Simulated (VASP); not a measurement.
# PbS (P6_3mc) in VASP: single point with r2SCAN

Aim: the single point of PbS with r2SCAN.

Everything below comes from runs of VASP 6.6.1. Logs are shortened: lines on timing, memory, paths and dates and some standing lists are left out, and cuts for length are marked.

## (1) The cell of the first run

Symmetry: P6_3mc, No. 186, hexagonal system. Conventional cell: a = 4.861 Å, b = 4.861 Å, c = 6.043 Å, α = 90.00°, β = 90.00°, γ = 120.00°. Pb (site symmetry 3m) has 5 S at 2.81 to 3.08 Å within 3.7 Å. S (site symmetry 3m) has 5 Pb at 2.81 to 3.08 Å within 3.7 Å.

## (2) Single point, r2SCAN (epitaxial xy strain -2.7%)

Contents of POSCAR:

```
PbS
1.0
    4.8611121595      0.0000000000      0.0000000000
   -2.4305560798      4.2098466208      0.0000000000
    0.0000000000      0.0000000000      6.0431903883
Pb S
2 2
Direct
    0.3333333333      0.6666666667     -0.0675521907
    0.6666666667      0.3333333333      0.4324478093
    0.3333333333      0.6666666667      0.4425521907
    0.6666666667      0.3333333333      0.9425521907
```

Contents of INCAR.step1:

```
SYSTEM = PbS
ALGO = Normal ; EDIFF = 1E-4
ENCUT = 520 ; GGA = PE
ISMEAR = 0 ; LASPH = .TRUE.
LCHARG = .FALSE. ; LREAL = .FALSE.
LWAVE = .TRUE. ; NBANDS = 28
NELM = 60 ; PREC = Accurate
SIGMA = 0.01
```

Contents of INCAR.step2:

```
SYSTEM = PbS
ALGO = Normal ; EDIFF = 1E-7
ENCUT = 520 ; ISIF = 2
ISMEAR = 0 ; ISTART = 1
LASPH = .TRUE. ; LCHARG = .TRUE.
LELF = .TRUE. ; LMIXTAU = .TRUE.
LREAL = .FALSE. ; LVHAR = .TRUE.
LWAVE = .FALSE. ; METAGGA = R2SCAN
NBANDS = 28 ; NELM = 60
PREC = Accurate ; SIGMA = 0.01
```

Contents of KPOINTS:

```
k-points
0
G
  6 6 4
  0 0 0
```

Potentials or basis: VASP PAW PBE potentials, release 64 (Pb_d, S).

The run is started by

```bash
$ cat potpaw_PBE.64/Pb_d/POTCAR potpaw_PBE.64/S/POTCAR > POTCAR
$ cp INCAR.step1 INCAR
$ mpirun -np 1 vasp_std > vasp.out
$ cp INCAR.step2 INCAR
$ mpirun -np 1 vasp_std > vasp.out
```

OUTCAR:

```text
SYSTEM = PbS
   EDIFF = 1E-7
   ENCUT = 520
   ISIF = 2
   ISMEAR = 0
   ISTART = 1
   LASPH = .TRUE.
   LREAL = .FALSE.
   METAGGA = R2SCAN
   NELM = 60
   PREC = Accurate

 ion  position               nearest neighbor table
   1  0.333  0.667  0.932-   4 2.81   4 2.81   4 2.81   3 2.96   3 3.08   2 4.12   2 4.12   2 4.12
                             2 4.12   2 4.12   2 4.12
   2  0.667  0.333  0.432-   3 2.81   3 2.81   3 2.81   4 2.96   4 3.08   1 4.12   1 4.12   1 4.12
                             1 4.12   1 4.12   1 4.12
   3  0.333  0.667  0.443-   2 2.81   2 2.81   2 2.81   1 2.96   1 3.08
   4  0.667  0.333  0.943-   1 2.81   1 2.81   1 2.81   2 2.96   2 3.08

  LATTYP: Found a hexagonal cell.
 ALAT       =     4.8611121595
 C/A-ratio  =     1.2431703261

  Lattice vectors:

 A1 = (   4.8611121595,   0.0000000000,   0.0000000000)
 A2 = (  -2.4305560798,   4.2098466208,   0.0000000000)
 A3 = (   0.0000000000,   0.0000000000,   6.0431903883)

Analysis of symmetry for initial positions (statically):
=====================================================================
 Subroutine PRICEL returns:
 Original cell was already a primitive cell.

 Routine SETGRP: Setting up the symmetry group for a
 hexagonal supercell.

 Subroutine GETGRP returns: Found 12 space group operations
 (whereof  6 operations were pure point group operations)
 out of a pool of 24 trial point group operations.

The static configuration has the point symmetry C_3v.
 The point group associated with its full space group is C_6v.

Analysis of symmetry for dynamics (positions and initial velocities):
=====================================================================
 Subroutine PRICEL returns:
 Original cell was already a primitive cell.

 Routine SETGRP: Setting up the symmetry group for a
 hexagonal supercell.

 Subroutine GETGRP returns: Found 12 space group operations
 (whereof  6 operations were pure point group operations)
 out of a pool of 24 trial point group operations.

The dynamic configuration has the point symmetry C_3v.
 The point group associated with its full space group is C_6v.

 Subroutine INISYM returns: Found 12 space group operations
 (whereof  6 operations are pure point group operations),
 and found     1 'primitive' translations

----------------------------------------------------------------------------------------

                                     Primitive cell

  volume of cell :     123.6711

  direct lattice vectors                    reciprocal lattice vectors
     4.861112160  0.000000000  0.000000000     0.205714241  0.118769173  0.000000000
    -2.430556080  4.209846621  0.000000000     0.000000000  0.237538345  0.000000000
     0.000000000  0.000000000  6.043190388     0.000000000  0.000000000  0.165475508

  length of vectors
     4.861112160  4.861112160  6.043190388     0.237538345  0.237538345  0.165475508

  position of ions in fractional coordinates (direct lattice)
     0.333333333  0.666666667  0.932447809
     0.666666667  0.333333333  0.432447809
     0.333333333  0.666666667  0.442552191
     0.666666667  0.333333333  0.942552191

  ion indices of the primitive-cell ions
   primitive index   ion index
                 1           1
                 2           2
                 3           3
                 4           4

----------------------------------------------------------------------------------------

 KPOINTS: k-points

Automatic generation of k-mesh.
 Grid dimensions read from file:
 generate k-points for:    6    6    4

 Generating k-lattice:

  Cartesian coordinates                     Fractional coordinates (reciprocal lattice)
     0.034285707  0.019794862  0.000000000     0.166666667  0.000000000  0.000000000
     0.000000000  0.039589724  0.000000000     0.000000000  0.166666667  0.000000000
     0.000000000  0.000000000  0.041368877     0.000000000  0.000000000  0.250000000

  Length of vectors
     0.039589724  0.039589724  0.041368877

  Shift w.r.t. Gamma in fractional coordinates (k-lattice)
     0.000000000  0.000000000  0.000000000

 Subroutine IBZKPT returns following result:
 ===========================================

 Found     21 irreducible k-points:

 Following reciprocal coordinates:
            Coordinates               Weight
  0.000000  0.000000  0.000000      1.000000
  0.166667  0.000000  0.000000      6.000000
  0.333333  0.000000  0.000000      6.000000
  0.500000  0.000000  0.000000      3.000000
  0.166667  0.166667  0.000000      6.000000
  0.333333  0.166667  0.000000     12.000000
[... 13 lines left out ...]
  0.333333  0.166667  0.500000     12.000000
  0.333333  0.333333  0.500000      2.000000
   k-points           NKPTS =     21   k-points in BZ     NKDIM =     21   number of bands    NBANDS=     28
   number of dos      NEDOS =    301   number of ions     NIONS =      4
   total plane-waves  NPLWV =  62208
   dimension x,y,z NGX =    36 NGY =   36 NGZ =   48
   dimension x,y,z NGXF=    72 NGYF=   72 NGZF=   96
   ions per type =               2   2
   NGX,Y,Z   is equivalent  to a cutoff of  12.31, 12.31, 13.20 a.u.
   NGXF,Y,Z  is equivalent  to a cutoff of  24.62, 24.62, 26.41 a.u.
 SYSTEM =  PbS
   PREC   = accura    normal or accurate (medium, high low for compatibility)
   ISTART =      1    job   : 0-new  1-cont  2-samecut
   ICHARG =      0    charge: 1-file 2-atom 10-const
   ISPIN  =      1    spin polarized calculation?
   LNONCOLLINEAR =      F non collinear calculations
   LSORBIT =      F    spin-orbit coupling
   LASPH  =      T    aspherical Exc in radial PAW
   ENCUT  =  520.0 eV  38.22 Ry    6.18 a.u.   9.04  9.04 11.24*2*pi/ulx,y,z
   NELM   =     60;   NELMIN=  2; NELMDL=  0     # of ELM steps
   EDIFF  = 0.1E-06   stopping-criterion for ELM
   LREAL  =      F    real-space projection
   EDIFFG = 0.1E-05   stopping-criterion for IOM
   NSW    =      0    number of steps for IOM
   IBRION =     -1    ionic relax: 0-MD 1-quasi-New 2-CG
   NFREE  =      0    steps in history (QN), initial steepest desc. (CG)
   ISIF   =      2    stress and relaxation
   ISYM   =      2    0-nonsym 1-usesym 2-fastsym
   POTIM  = 0.5000    time-step for ionic-motion
   TEBEG  =    0.0;   TEEND  =   0.0 temperature during run
   PSTRESS=    0.0 pullay stress
   NELECT =      40.0000    total number of electrons
   NUPDOWN=      -1.0000    fix difference up-down
   EMIN   =  10.00;   EMAX   =-10.00  energy-range for DOS
   EFERMI =   0.00;   METHOD = LEGACY
   ISMEAR =     0;   SIGMA  =   0.01  broadening in eV -4-tet -1-fermi 0-gaus
   EFERMI_NEDOS =   21; number of points for ismear=-14 and -15
   IALGO  =     38    algorithm
   IMIX   =      4    mixing-type and parameters
     AMIX     =   0.40;   BMIX     =  1.00
     AMIX_MAG =   1.60;   BMIX_MAG =  1.00
  volume/ion in A,a.u.               =      30.92       208.64
  Fermi-wavevector in a.u.,A,eV,Ry     =   1.123756  2.123591 17.181818  1.262828
  Thomas-Fermi vector in A             =   2.260424
   LORBIT       =      0    0 simple, 1 ext, 2 COOP (PROOUT), +10 PAW based schemes
   METAGGA = R2SCAN    functional components
   LHFCALC =     F    Hartree Fock is set to
   AEXX    =    0.0000 exact exchange contribution
   IVDW    =     0    specifies the selected vdW correction
   LEPSILON=     F    determine dielectric tensor
   LRPA    =     F    only Hartree local field effects (RPA)
 non-spin polarized calculation
 Gauss-broadening in eV      SIGMA  =   0.01
  energy-cutoff  :      520.00
  volume of cell :      123.67
 maximum number of plane-waves:      3348
   NGX = 19   NGY = 19   NGZ = 23

 number of electron      39.9999992 magnetization

 Free energy of the ion-electron system (eV)
  ---------------------------------------------------
  ext. energy  EPLUGINS =         0.00000000
  ---------------------------------------------------
  free energy    TOTEN  =      -130.67073352 eV

  energy without entropy =     -130.67073352  energy(sigma->0) =     -130.67073352

 E-fermi :   4.2296     XC(G=0):  -9.1928

 val. band max:        4.1102696700   @ k =   0.3333   0.3333   0.5000
 cond. band min:       5.6737073400   @ k =   0.3333   0.3333   0.5000
 fundamental gap:      1.5634376699
 Fermi energy:         4.2295824922

 k-point     1 :       0.0000    0.0000    0.0000
  band No.  band energies     occupation
      1     -13.3967      2.00000
      2     -13.2531      2.00000
      3     -13.2531      2.00000
      4     -13.2499      2.00000
      5     -13.2499      2.00000
      6     -13.2483      2.00000
[... 20 lines left out ...]
     27       9.8776      0.00000
     28      11.2010      0.00000

 k-point     2 :       0.1667    0.0000    0.0000
  band No.  band energies     occupation
      1     -13.3926      2.00000
      2     -13.2657      2.00000
      3     -13.2543      2.00000
      4     -13.2501      2.00000
      5     -13.2477      2.00000
      6     -13.2447      2.00000
[... 20 lines left out ...]
     27      10.4878      0.00000
     28      10.7972      0.00000

 k-point     3 :       0.3333    0.0000    0.0000
  band No.  band energies     occupation
      1     -13.3826      2.00000
      2     -13.2941      2.00000
      3     -13.2585      2.00000
      4     -13.2486      2.00000
      5     -13.2402      2.00000
      6     -13.2351      2.00000
[... 20 lines left out ...]
     27      10.3369      0.00000
     28      11.1348      0.00000

 k-point     4 :       0.5000    0.0000    0.0000
  band No.  band energies     occupation
      1     -13.3753      2.00000
      2     -13.3104      2.00000
      3     -13.2605      2.00000
      4     -13.2474      2.00000
      5     -13.2359      2.00000
      6     -13.2302      2.00000
[... 485 lines left out ...]
     27      11.8764      0.00000
     28      11.8764      0.00000

 k-point    20 :       0.3333    0.1667    0.5000
  band No.  band energies     occupation
      1     -13.2987      2.00000
      2     -13.2987      2.00000
      3     -13.2607      2.00000
      4     -13.2607      2.00000
      5     -13.2433      2.00000
      6     -13.2433      2.00000
[... 20 lines left out ...]
     27      11.4705      0.00000
     28      11.4705      0.00000

 k-point    21 :       0.3333    0.3333    0.5000
  band No.  band energies     occupation
      1     -13.2919      2.00000
      2     -13.2919      2.00000
      3     -13.2669      2.00000
      4     -13.2669      2.00000
      5     -13.2397      2.00000
      6     -13.2397      2.00000
[... 20 lines left out ...]
     27      11.3913      0.00000
     28      11.3913      0.00000

------------------------ aborting loop because EDIFF is reached ----------------------------------------

  FORCE on cell =-STRESS in cart. coord.  units (eV):
  Direction    XX          YY          ZZ          XY          YZ          ZX
  --------------------------------------------------------------------------------------
  -------------------------------------------------------------------------------------
  Total        2.7897129      2.7897129      0.0076053     -0.0000000      0.0000000      0.0000000
  in kB       36.1411442     36.1411442      0.0985276     -0.0000000      0.0000000      0.0000000
  external PRESSURE =      24.1269387 kB  Pullay stress =       0.0000000 kB

 VOLUME and BASIS-vectors are now :
 -----------------------------------------------------------------------------
  energy-cutoff  :      520.00
  volume of cell :      123.67
      direct lattice vectors                 reciprocal lattice vectors
     4.861112160  0.000000000  0.000000000     0.205714241  0.118769173  0.000000000
    -2.430556080  4.209846621  0.000000000     0.000000000  0.237538345  0.000000000
     0.000000000  0.000000000  6.043190388     0.000000000  0.000000000  0.165475508

 POSITION                                       TOTAL-FORCE (eV/Angst)
 -----------------------------------------------------------------------------------
     -0.00000      2.80656      5.63496        -0.000000      0.000000      0.000960
      2.43056      1.40328      2.61336         0.000000     -0.000000      0.000960
     -0.00000      2.80656      2.67443        -0.000000      0.000000     -0.000960
      2.43056      1.40328      5.69602         0.000000      0.000000     -0.000960
 -----------------------------------------------------------------------------------
    total drift:                               -0.000000      0.000000     -0.000582

  FREE ENERGIE OF THE ION-ELECTRON SYSTEM (eV)
  ---------------------------------------------------
  free  energy   TOTEN  =      -130.6707335210 eV

  energy  without entropy=     -130.6707335210  energy(sigma->0) =     -130.67073352
```

Wall time 6.5 min (1 thread of Intel Xeon 8259CL, shared host); peak memory 0.28 GiB.

What came out:

```
Free energy            : -130.6707 eV
Pressure               : 2.4 GPa
Band gap on the k mesh : 1.56 eV
```

Caveat: the cell differs from its parent crystal (epitaxial xy strain -2.7%); the PAW data sets were made with another functional, which shifts forces and pressure a little; spin-orbit coupling is left out, which moves the levels of the heavy elements. A k mesh can miss the band edges.
